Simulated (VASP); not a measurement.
**ZrN: relaxation of the atoms with PBEsol**

System: ZrN, a slab with vacuum.

```
N Zr
1.0
     3.21888    0.00000    0.00000
    -1.60944    2.78763    0.00000
     0.00000    0.00000   26.82692
N Zr
5 5
Direct
  0.33333 0.66667 0.27957
  0.00000 0.00000 0.37754
  0.66667 0.33333 0.47551
  0.33333 0.66667 0.57348
  0.00000 0.00000 0.67145
  0.66667 0.33333 0.32855
  0.33333 0.66667 0.42652
  0.00000 0.00000 0.52449
  0.66667 0.33333 0.62246
  0.33333 0.66667 0.72043
```

```
Program                : VASP 6.6.1
Task                   : relaxation of the atoms
Functional             : PBEsol
Potentials or basis    : VASP PAW PBE potentials, release 64 (N, Zr_sv)
Cutoff                 : 520 eV
k mesh                 : 12 × 12 × 1
Occupations            : gaussian, width 0.1 eV
Spin                   : no spin polarisation
Dipole correction      : yes
Further INCAR settings : ALGO = Normal; EDIFF = 1e-07; NELMDL = -8; IBRION = 2; EDIFFG = -0.02; NSW = 80
```

```yaml
Energy_gained_by_relaxing: 180.6 meV/atom
Ionic_steps: 18
Largest_force_after_relaxing: 0.014 eV/Å
Band_gap_on_the_k_mesh: zero (an odd number of electrons rules out a gap without spin polarisation)
```

Forces on the atoms (eV/Å):
```
N    0.000  0.000  0.010
N    0.000  0.000 -0.003
N    0.000  0.000  0.004
N    0.000  0.000  0.004
N    0.000  0.000 -0.014
Zr   0.000  0.000 -0.008
Zr   0.000  0.000  0.005
Zr   0.000  0.000  0.001
Zr   0.000  0.000 -0.002
Zr   0.000  0.000  0.004
```

The path:
```csv
step,energy change (eV),largest force (eV/Å),pressure (GPa)
1,0.0000,6.3833,-1.98
2,-1.7421,1.5548,0.59
3,-1.7482,1.4929,0.37
4,-1.7788,0.7439,0.81
5,-1.7933,0.3663,0.62
6,-1.8002,0.1887,0.58
7,-1.8008,0.2517,0.56
8,-1.8037,0.1049,0.68
9,-1.8039,0.0999,0.74
10,-1.8049,0.0626,0.80
11,-1.8049,0.0738,0.81
12,-1.8054,0.0383,0.81
13,-1.8055,0.0451,0.81
14,-1.8057,0.0366,0.86
15,-1.8058,0.0354,0.91
16,-1.8059,0.0279,0.95
17,-1.8060,0.0350,0.99
18,-1.8061,0.0138,1.01
```

Final structure:
```cif
data_structure
_symmetry_space_group_name_H-M 'P 1'
_symmetry_Int_Tables_number 1
_cell_length_a 3.2189
_cell_length_b 3.2189
_cell_length_c 26.8269
_cell_angle_alpha 90.000
_cell_angle_beta 90.000
_cell_angle_gamma 120.000
_cell_volume 240.72
loop_
_atom_site_label
_atom_site_type_symbol
_atom_site_fract_x
_atom_site_fract_y
_atom_site_fract_z
_atom_site_occupancy
N1 N 0.33333 0.66667 0.28997 1
N2 N 0.00000 0.00000 0.38043 1
N3 N 0.66667 0.33333 0.47440 1
N4 N 0.33333 0.66667 0.57369 1
N5 N 0.00000 0.00000 0.67151 1
Zr1 Zr 0.66667 0.33333 0.31918 1
Zr2 Zr 0.33333 0.66667 0.42543 1
Zr3 Zr 0.00000 0.00000 0.52356 1
Zr4 Zr 0.66667 0.33333 0.62356 1
Zr5 Zr 0.33333 0.66667 0.71827 1
```

Levels at points of the mesh, in eV from the Fermi level:
```
           k point  band 38  band 39  band 40  band 41  band 42  band 43  band 44  band 45  band 46  band 47
(0.00, 0.00, 0.00)    -2.35    -2.11    -2.11    -0.96    -0.11     0.01     0.01     0.55     0.79     0.79
(0.50, 0.00, 0.00)    -3.09    -2.38    -1.54    -1.14    -0.97     0.36     0.78     2.03     2.57     3.30
```

It took 40 min on 4 MPI ranks on Intel(R) Xeon(R) Platinum 8259CL CPU @ 2.50GHz (Skylake/Cascade Lake), with other jobs on the host, peak memory 0.46 GiB a rank.

Caveat: the PAW data sets were made with another functional, which shifts forces and pressure a little; an odd number of electrons without spin polarisation forces a metal; a magnetic or distorted state may lie lower.
